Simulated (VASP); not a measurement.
# GaN: single point with r2SCAN

GaN:

```
CELL_PARAMETERS angstrom
2.90663 0.00000 0.00000
-1.45332 2.51722 0.00000
0.00000 0.00000 4.93018
ATOMIC_POSITIONS crystal
Ga 0.00000 0.00000 0.00000
Ga 0.00000 0.00000 0.50000
N 0.33333 0.66667 0.25000
N 0.66667 0.33333 0.75000
```

- Program: VASP 6.6.1
- Task: single point
- Functional: r2SCAN
- Potentials or basis: VASP PAW PBE potentials, release 64 (Ga_d, N)
- Cutoff: 520 eV
- k mesh: 9 × 9 × 4
- Occupations: gaussian, width 0.01 eV
- Spin: no spin polarisation

```yaml
Pressure: 18.0 GPa
Band_gap_on_the_k_mesh: 2.29 eV (least direct gap 3.02 eV)
```

Stress tensor (GPa, compression positive):
```
17.03  0.00  0.00
 0.00 17.03  0.00
 0.00  0.00 19.99
```

Levels at points of the mesh, in eV from the valence-band top:
```
           k point  band 14  band 15  band 16  band 17  band 18  band 19  band 20  band 21  band 22  band 23
(0.00, 0.00, 0.00)    -1.04    -0.64    -0.64    -0.10    -0.10     2.92     5.56    11.02    11.63    11.63
(0.00, 0.00, 0.50)    -5.44    -0.34    -0.34    -0.34    -0.34     5.56     5.56    10.51    10.51    12.31
```

It took 2.8 min on 1 thread of AMD EPYC 7R43 64-Core Processor (Zen 3), with other jobs on the host, peak memory 0.14 GiB.

Caveat: the cell stands under pressure; the PAW data sets were made with another functional, which shifts forces and pressure a little; an odd mesh through Γ misses points on the zone boundary, where band edges can lie.
